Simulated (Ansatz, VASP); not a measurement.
One calculation of O, two programs

File POSCAR:

```
O
1.0
    0.0000000000      2.1075500000      3.3448500000
    1.4783500000      0.0000000000      3.3448500000
    1.4783500000      2.1075500000      0.0000000000
O
2
Direct
    0.0871000000      0.0871000000      0.9129000000
    0.9129000000      0.9129000000      0.0871000000
```

Contents of INCAR.step1:

```
PREC     = Accurate       # precision mode
ENCUT    = 520            # plane-wave cutoff, eV
ISMEAR   = -1             # smearing method
SIGMA    = 0.01           # smearing width, eV
LREAL    = False          # projectors in reciprocal space
LASPH    = True           # aspherical terms in the spheres
NELM     = 60             # most SCF steps
NBANDS   = 13             # bands
GGA      = PE             # functional
ALGO     = Normal         # electronic algorithm
EDIFF    = 1E-4           # SCF threshold, eV
LWAVE    = True           # write WAVECAR
LCHARG   = False          # write CHGCAR
```

Contents of INCAR.step2:

```
PREC     = Accurate       # precision mode
ENCUT    = 520            # plane-wave cutoff, eV
EDIFF    = 1E-8           # SCF threshold, eV
ISMEAR   = -1             # smearing method
SIGMA    = 0.01           # smearing width, eV
LREAL    = False          # projectors in reciprocal space
LASPH    = True           # aspherical terms in the spheres
NELM     = 60             # most SCF steps
ALGO     = Normal         # electronic algorithm
ISIF     = 2              # what is computed and relaxed
LWAVE    = False          # write WAVECAR
LCHARG   = False          # write CHGCAR
METAGGA  = R2SCAN         # meta-GGA
LMIXTAU  = True         
LEFG     = True         
NBANDS   = 13             # bands
ISTART   = 1
```

File KPOINTS:

```
Automatic mesh
0
Gamma
  12 12 12
```

Input for Ansatz:

```yaml
crystal:
  lattice:
    - [0.0, 2.10755, 3.34485]
    - [1.47835, 0.0, 3.34485]
    - [1.47835, 2.10755, 0.0]
  atoms:
    - { symbol: O, position: [0.0871, 0.0871, 0.9129] }
    - { symbol: O, position: [0.9129, 0.9129, 0.0871] }
kpoints:
  mp_grid: { grid: [12, 12, 12] }
  band_path:
    path:
      - [0.0, 0.0, 0.0]
      - [0.5, 0.0, 0.5]
      - [1.0, 0.5, 0.5]
      - [0.5, 0.5, 0.0]
      - [0.0, 0.0, 0.0]
      - [0.0, 0.4218456627, 0.4218456627]
      - [1.0, 0.5781543373, 0.5781543373]
      - [1.0, 0.5, 0.5]
      - [0.5, 0.0, 0.5]
    npoints: 5
scf:
  occupations: { method: fermi_dirac, width: 0.01 }
hamiltonian:
  xc: r2scan
  pseudopotentials: { kind: paw }
output:
  forces: true
  stress: true
  eigenvalues: true
  efg: { contact_densities: true }
  write_density: true
  write_potential: true
  elf: true
  volumetric_format: npy
```

Alike in both runs: task electric field gradients; functional r2SCAN; k mesh 12 × 12 × 12; occupations fermi-dirac, width 0.01 eV; no spin polarisation.

```csv
,VASP,Ansatz
version,VASP 6.6.1,Ansatz 0.2.0
potentials or method,"VASP PAW PBE potentials, release 64 (O)","PAW with Ansatz's default frozen-core files, scalar-relativistic"
plane-wave cutoff (eV),520,500
valence electrons in the cell,12,12
```

```tsv
	VASP	Ansatz	Ansatz less VASP
pressure (GPa)	12.9	7.2	-5.72
traceless stress, the component that is largest in VASP (GPa)	41.72	29.26	-12.464
rms of the force components (eV/Å)	3.038	1.814	-1.2243
size of Vzz on the site where it differs most (V/Å²)	113.8	113.6	-0.15
```

VASP's potentials were made for PBE, not for r2SCAN. Atom by atom the forces differ by 1.224 eV/Å (rms over components). With one functional, cell and mesh, what is left measures potentials, basis and numerics.

Noted on VASP's run: the standard files for N, O and F lose accuracy on very short bonds; spin is off for a triplet molecule.
